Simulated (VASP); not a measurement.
Mg3Te2O, 6 atoms in the cell. Symmetry: P6/mmm, No. 191, hexagonal system. Conventional cell: a = 5.272 Å, b = 5.272 Å, c = 9.574 Å, α = 90.00°, β = 90.00°, γ = 120.00°. Within 2.5 Å of Mg (site symmetry 6mm) lie 1 O at 1.88 Å. Mg (site symmetry 6/mmm) has 2 Mg at 2.91 Å within 3.8 Å. Within 4.0 Å of Te (site symmetry -6m2) lie 3 Te at 3.04 Å and 3 O at 3.04 Å and 6 Mg at 3.58 Å. O (site symmetry 6/mmm) has 2 Mg at 1.88 Å within 2.5 Å. The cell was generated, and may not be a known phase.

| Item | Value |
| --- | --- |
| Program | VASP 6.6.1 |
| Task | single point |
| Functional | PBE |
| Potentials or basis | VASP PAW PBE potentials, release 64 (Mg, Te, O) |
| Cutoff | 520 eV |
| k mesh | 6 × 6 × 2 |
| Occupations | gaussian, width 0.1 eV |
| Spin | no spin polarisation |
| Dipole correction | no |
| Further INCAR settings | ALGO = Normal; EDIFF = 1e-06; NBANDS = 21 |

Potentials or basis: VASP PAW PBE potentials, release 64 (Mg, Te, O).

The run is started by

```sh
$ cat potpaw_PBE.64/Mg/POTCAR potpaw_PBE.64/Te/POTCAR potpaw_PBE.64/O/POTCAR > POTCAR
$ mpirun -np 1 vasp_std > vasp.out
```

Hardware: 1 thread of Intel(R) Xeon(R) 6975P-C (Granite Rapids), with other jobs on the host.

**Question.** How long does it take, and how much memory?

**Answer.** Wall time 51 s on 1 thread of Intel(R) Xeon(R) 6975P-C (Granite Rapids), on a shared host, peak memory 0.35 GiB. Counts: scf iterations 19, k points 14.
